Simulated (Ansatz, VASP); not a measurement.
**Mg2InPtC6N6 in VASP and in Ansatz**

```xyz
16
Lattice="0.0000 5.1845 5.1845 5.1845 0.0000 5.1845 5.1845 5.1845 0.0000" Properties=species:S:1:pos:R:3 pbc="T T T"
Mg    2.5922    2.5922    2.5922
Mg    7.7767    7.7767    7.7767
In    5.1845    5.1845    5.1845
Pt    0.0000    0.0000    0.0000
C     1.9170    5.1845    5.1845
C     5.1845    1.9170    5.1845
C     5.1845    5.1845    1.9170
C     8.4520    5.1845    5.1845
C     5.1845    8.4520    5.1845
C     5.1845    5.1845    8.4520
N     3.0870    5.1845    5.1845
N     5.1845    3.0870    5.1845
N     5.1845    5.1845    3.0870
N     7.2820    5.1845    5.1845
N     5.1845    7.2820    5.1845
N     5.1845    5.1845    7.2820
```

Alike in both runs: task single point; functional PBE; k mesh 4 × 4 × 4; occupations gaussian, width 0.1 eV; collinear spin.

|  | VASP | Ansatz |
| --- | --- | --- |
| version | VASP 6.6.1 | Ansatz 0.2.0 |
| potentials or method | VASP PAW PBE potentials, release 64 (Mg, In_d, Pt, C, N), cutoff 520 eV | scalar-relativistic, plane waves, PAW |
| valence electrons in the cell | 81 | 105 |

```csv
,VASP,Ansatz,Ansatz less VASP
gap on the k mesh at the Fermi level (eV),none,none,-
pressure (GPa),12.1,11.8,-0.30
rms of the force components (eV/Å),0.901,1.079,+0.1784
net moment per atom (μB),0.00,0.00,0.000
```

Atom by atom the forces differ by 0.182 eV/Å (rms over components). A gap of «none» marks a metal or a gap that the smearing closes. With one functional, cell and mesh, what is left measures potentials, basis and numerics. VASP's potentials hold 81 valence electrons a cell and Ansatz's 105, so a difference there can come from the potentials and not from the codes. Ansatz's warnings: seeded moment not kept.

Neither program's run includes spin-orbit coupling. Noted on VASP's run: the standard files for N, O and F lose accuracy on very short bonds.
